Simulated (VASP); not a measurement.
Input of a VASP 6.6.1 run:

File INCAR:

```
SYSTEM = Ta19W
ALGO     = Normal         ! electronic algorithm
DIPOL    = 0.5 0.5 0.500
EDIFF    = 1E-6           ! SCF threshold, eV
ENCUT    = 520            ! plane-wave cutoff, eV
GGA      = PS             ! functional
IDIPOL   = 3            
ISIF     = 2              ! what is computed and relaxed
ISMEAR   = 1              ! smearing method
LASPH    = .TRUE.         ! aspherical terms in the spheres
LCHARG   = .FALSE.        ! write CHGCAR
LDIPOL   = .TRUE.       
LREAL    = Auto         
LUSENCCL = .FALSE.      
LWAVE    = .FALSE.        ! write WAVECAR
NBANDS   = 128            ! bands
NELM     = 100            ! most SCF steps
PREC     = Accurate       ! precision mode
SIGMA    = 0.1            ! smearing width, eV
```

KPOINTS

```
k-points
0
G
  8 8 1
  0 0 0
```

POSCAR

```
Ta19W
1.0
    5.6818529412      0.0000000145      0.0000000000
   -1.8939510001      5.3569023189      0.0000000000
    0.0000000000      0.0000000000     21.2783860380
Ta W
19 1
Direct
    0.0000000000      0.0000000000      0.2871249513
    0.0000000000      0.5000000000      0.2869538847
    0.5000000000      0.0000000000      0.2869538847
    0.5000000000      0.5000000000      0.2870085090
    0.2499298731      0.2499298731      0.3913587755
    0.2502283140      0.7497716860      0.3914058180
    0.7497716860      0.2502283140      0.3914058180
    0.7500701269      0.7500701269      0.3913587755
    0.5000000000      0.5000000000      0.5004366387
    0.5000000000      0.0000000000      0.5002243603
    1.0000000000      0.5000000000      0.5002243603
    0.0000000000      0.0000000000      0.4998419406
    0.7525491878      0.7525491878      0.6095497638
    0.7480094558      0.2519905442      0.6088135454
    0.2519905442      0.7480094558      0.6088135454
    0.2474508122      0.2474508122      0.6095497638
    0.0000000000      0.5000000000      0.7133797117
    0.5000000000      0.0000000000      0.7133797117
    0.5000000000      0.5000000000      0.7135517793
    0.0000000000      0.0000000000      0.7086644624
```

Potentials or basis: VASP PAW PBE potentials, release 64 (Ta_pv, W_sv).

Run with:

```bash
$ cat potpaw_PBE.64/Ta_pv/POTCAR potpaw_PBE.64/W_sv/POTCAR > POTCAR
$ mpirun -np 1 vasp_std > vasp.out
```

(1) What does it give for the band gap on the k mesh?

(2) Estimate the largest force.

Answers

(1) zero (an odd number of electrons rules out a gap without spin polarisation).

(2) 0.026 eV/Å.

Caveat: the PAW data sets were made with another functional, which shifts forces and pressure a little; spin-orbit coupling is left out, which moves the levels of the heavy elements.
